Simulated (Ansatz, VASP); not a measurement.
One calculation of KI, two programs

INCAR

```
SYSTEM = KI
PREC = Accurate
ENCUT = 520
EDIFF = 1E-6
ISMEAR = 0
SIGMA = 0.01
LREAL = .FALSE.
LASPH = .TRUE.
NELM = 60
ALGO = Normal
ISIF = 2
LWAVE = .FALSE.
LCHARG = .FALSE.
GGA = PS
NBANDS = 24
```

KPOINTS

```
Automatic mesh
0
G
  4 4 2
  0 0 0
```

The input POSCAR:

```
KI
1.0
    2.5126600000     -4.2552270000      0.0000000000
    2.5126600000      4.2552270000      0.0000000000
    0.0000000000      0.0000000000      8.6765890000
K I
2 2
Direct
    0.5000000000      0.5000000000      0.5000000000
    0.5000000000      0.5000000000      0.0000000000
    0.8402300000      0.1597700000      0.2500000000
    0.1597700000      0.8402300000      0.7500000000
```

Input for Ansatz:

```yaml
crystal:
  lattice:
    - [2.51266, -4.255227, 0.0]
    - [2.51266, 4.255227, 0.0]
    - [0.0, 0.0, 8.676589]
  atoms:
    - { symbol: K, position: [0.5, 0.5, 0.5] }
    - { symbol: K, position: [0.5, 0.5, 0.0] }
    - { symbol: I, position: [0.84023, 0.15977, 0.25] }
    - { symbol: I, position: [0.15977, 0.84023, 0.75] }
kpoints:
  mp_grid:
    grid: [4, 4, 2]
hamiltonian:
  xc: pbesol
scf:
  occupations:
    method: fixed
basis:
  ecutwfc: "600 eV"
output:
  stress: true
  eigenvalues: true
```

Alike in both runs: task single point; functional PBEsol; k mesh 4 × 4 × 2; no spin polarisation.

|  | VASP | Ansatz |
| --- | --- | --- |
| version | VASP 6.6.1 | Ansatz 0.2.0 |
| potentials or method | VASP PAW PBE potentials, release 64 (K_sv, I), cutoff 520 eV | plane waves, PAW |
| occupations | gaussian, width 0.01 eV | fixed |
| valence electrons in the cell | 32 | 52 |

|  | VASP | Ansatz | Ansatz less VASP |
| --- | --- | --- | --- |
| gap on the k mesh at the Fermi level (eV) | 3.61 | 3.61 | +0.004 |
| pressure (GPa) | -0.7 | -0.7 | -0.02 |

VASP's potentials were made for PBE, not for PBEsol. VASP's potentials hold 32 valence electrons a cell and Ansatz's 52, so a difference there can come from the potentials and not from the codes.

Neither program's run includes spin-orbit coupling.
